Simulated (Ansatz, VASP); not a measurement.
## One calculation of Ge, two programs

```
Ge
1.0
     3.99759    0.00000    0.00000
    -1.99879    3.46201    0.00000
     0.00000    0.00000    6.59938
Ge
4
Direct
  0.66667 0.33333 0.06290
  0.33333 0.66667 0.56290
  0.66667 0.33333 0.43710
  0.33333 0.66667 0.93710
```

Alike in both runs: task single point; functional PBE; k mesh 11 × 11 × 6; occupations fermi-dirac, width 0.05 eV; no spin polarisation.

|  | VASP | Ansatz |
| --- | --- | --- |
| version | VASP 6.6.1 | Ansatz 0.2.0 |
| potentials or method | VASP PAW PBE potentials, release 64 (Ge_d), cutoff 520 eV | all-electron LAPW, scalar-relativistic |

Ansatz gave:

* pressure (GPa): 2.9
* traceless stress, the component that is largest in VASP (GPa): -0.06
* rms of the force components (eV/Å): 0.004

Question: Which values does VASP return?

Answer: Pressure (GPa): 2.8; traceless stress, the component that is largest in VASP (GPa): -0.06; rms of the force components (eV/Å): 0.004.

Atom by atom the forces differ by 0.000 eV/Å (rms over components). Ansatz ran all-electron here, and VASP with PAW potentials.
